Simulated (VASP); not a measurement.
The system is RbBr.

```
CELL_PARAMETERS angstrom
0.00000 3.46083 3.46083
3.46083 0.00000 3.46083
3.46083 3.46083 0.00000
ATOMIC_POSITIONS crystal
Rb 0.00000 0.00000 0.00000
Br 0.50000 0.50000 0.50000
```

Program: VASP 6.6.1. Alike in all runs: task single point; no spin polarisation; cell as given; cutoff (eV) 520; smearing gaussian 0.01 eV. Hardware: 1 thread of AMD EPYC 9R14 (Zen 4) (shared host).

Task: Order these runs on this cell by their wall time, lowest first.
A. level LDA; potentials or basis VASP PAW LDA potentials, release 64 (Rb_sv, Br); k mesh 4 × 4 × 4
B. level PBE; potentials or basis VASP PAW PBE potentials, release 64 (Rb_sv, Br); k mesh 6 × 6 × 6
C. level HSE06; potentials or basis VASP PAW PBE potentials, release 64 (Rb_sv, Br); k mesh 4 × 4 × 4; grid for exact exchange (PRECFOCK) Normal; screening parameter 0.2079 1/Å
D. level r2SCAN; potentials or basis VASP PAW PBE potentials, release 64 (Rb_sv, Br); k mesh 4 × 4 × 4

Result: A (7.9 s), B (17 s), D (43 s), C (340 s).
